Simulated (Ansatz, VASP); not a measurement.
# Be2TlSi2: VASP beside Ansatz

```
CELL_PARAMETERS angstrom
-2.01617 2.01617 4.95074
2.01617 -2.01617 4.95074
2.01617 2.01617 -4.95074
ATOMIC_POSITIONS crystal
Be 0.25000 0.75000 0.50000
Be 0.75000 0.25000 0.50000
Tl 0.00000 0.00000 0.00000
Si 0.62364 0.62364 0.00000
Si 0.37636 0.37636 0.00000
```

Alike in both runs: functional PBE; k mesh 14 × 14 × 14; occupations gaussian, width 0.1 eV; no spin polarisation.

Ansatz relaxed the structure, and its values are those at the end. VASP's run is a single point on that final structure, the one shown.

|  | VASP | Ansatz |
| --- | --- | --- |
| version | VASP 6.6.1 | Ansatz 0.2.0 |
| potentials or method | VASP PAW PBE potentials, release 64 (Be, Tl_d, Si), cutoff 520 eV | scalar-relativistic, plane waves, PAW |
| valence electrons in the cell | 25 | 25 |

```tsv
	VASP	Ansatz	Ansatz less VASP
gap on the k mesh at the Fermi level (eV)	none	none	-
pressure (GPa)	0.0	0.0	+0.01
```

A gap of «none» marks a metal or a gap that the smearing closes.

Spin-orbit coupling is off throughout.
